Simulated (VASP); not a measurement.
Wanted: the native input for a VASP 6.6.1 run.

- Task: relaxation of shape and atoms at fixed volume
- Functional: revPBE
- Potentials or basis: VASP PAW PBE potentials, release 64 (Mg, B)
- Cutoff: 600 eV
- k mesh: 8 × 8 × 6
- Occupations: gaussian, width 0.05 eV
- Spin: no spin polarisation
- Dipole correction: no
- Further INCAR settings: ALGO = Normal; EDIFF = 1e-06; IBRION = 2; EDIFFG = -0.01; NSW = 60; ISIF = 4

The structure of MgB2 lies in POSCAR:

```
MgB2
1.0
    3.0615893132      0.0000000000      0.0000000000
   -1.5307946566      2.6514141212      0.0000000000
    0.0000000000      0.0000000000      3.4698739577
Mg B
1 2
Direct
    0.0000000000      0.0000000000      0.0000000000
    0.3333333333      0.6666666667      0.5000000000
    0.6666666667      0.3333333333      0.5000000000
```

This cell differs from its parent crystal: volume scaled by 0.96.

These files were run (other wordings do the same):

INCAR

```
SYSTEM = MgB2
  PREC = Accurate
  ENCUT = 600
  EDIFF = 1E-6
  ISMEAR = 0
  SIGMA = 0.05
  LREAL = .False.
  LASPH = .True.
  NELM = 100
  ALGO = Normal
  ISIF = 4
  LWAVE = .False.
  LCHARG = .False.
  GGA = RE
  IBRION = 2
  NSW = 60
  EDIFFG = -0.01
```

KPOINTS

```
Automatic mesh
0
Gamma
  8 8 6
  0 0 0
```

Potentials or basis: VASP PAW PBE potentials, release 64 (Mg, B).

Launch:

```sh
$ cat potpaw_PBE.64/Mg/POTCAR potpaw_PBE.64/B/POTCAR > POTCAR
$ mpirun -np 1 vasp_std > vasp.out
```

Results of the run:

```yaml
Energy_gained_by_relaxing: 0.1 meV/atom
Ionic_steps: 2
Pressure_after_relaxing: 5.8 GPa
Band_gap_on_the_k_mesh: zero (band 4 reaches 6.75 eV, above the bottom of band 5 at 4.06 eV)
```

Caveat: the PAW data sets were made with another functional, which shifts forces and pressure a little.

Run time: 8.6 s on 1 thread of Intel Xeon 6975P-C, with other jobs on the host, peak memory 0.15 GiB.
